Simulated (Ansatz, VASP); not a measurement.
# Os: VASP beside Ansatz

```
Os
1.0
     0.00000    1.89509    1.89509
     1.89509    0.00000    1.89509
     1.89509    1.89509    0.00000
Os
1
Direct
  0.00000 0.00000 0.00000
```

Alike in both runs: task single point; functional r2SCAN; k mesh 18 × 18 × 18; occupations gaussian, width 0.05 eV; no spin polarisation.

|  | VASP | Ansatz |
| --- | --- | --- |
| version | VASP 6.6.1 | Ansatz 0.2.0 |
| potentials or method | VASP PAW PBE potentials, release 64 (Os), cutoff 660 eV | scalar-relativistic, plane waves, PAW |
| valence electrons in the cell | 8 | 16 |

```tsv
	VASP	Ansatz	Ansatz less VASP
gap on the k mesh at the Fermi level (eV)	none	none	-
pressure (GPa)	16.5	14.9	-1.63
```

VASP's potentials were made for PBE, not for r2SCAN. A gap of «none» marks a metal or a gap that the smearing closes. With one functional, cell and mesh, what is left measures potentials, basis and numerics. VASP's potentials hold 8 valence electrons a cell and Ansatz's 16, so a difference there can come from the potentials and not from the codes.

Spin-orbit coupling is off throughout.
